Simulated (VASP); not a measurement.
Here is a VASP 6.6.1 calculation.

Contents of INCAR:

```
SYSTEM = Rh
PREC = Accurate ; ENCUT = 520
EDIFF = 1E-7 ; ISMEAR = -1
SIGMA = 0.1 ; LREAL = .False.
LASPH = .True. ; NELM = 80
ALGO = Normal ; ISIF = 2
LWAVE = .False. ; LCHARG = .False.
GGA = PE ; NBANDS = 62
```

Contents of KPOINTS:

```
Automatic mesh
0
Gamma
  2 2 2
  0 0 0
```

POSCAR

```
Rh
1.0
    0.0000000000      3.7957000000      3.7957000000
    3.7957000000      0.0000000000      3.7957000000
    3.7957000000      3.7957000000      0.0000000000
Rh
7
Direct
    0.0000000000      0.0000000000      0.0000000000
    0.0000000000      0.5000000000      0.0000000000
    0.0000000000      0.5000000000      0.5000000000
    0.5000000000      0.0000000000      0.0000000000
    0.5000000000      0.0000000000      0.5000000000
    0.5000000000      0.5000000000      0.0000000000
    0.5000000000      0.5000000000      0.5000000000
```

Potentials or basis: VASP PAW PBE potentials, release 64 (Rh_pv).

Launch:

```console
$ cat potpaw_PBE.64/Rh_pv/POTCAR > POTCAR
$ mpirun -np 1 vasp_std > vasp.out
```

(1) What does it give for the pressure?

## Answers

(1) -7.6 GPa.

Caveat: the k points lie up to 0.72 Å⁻¹ apart.
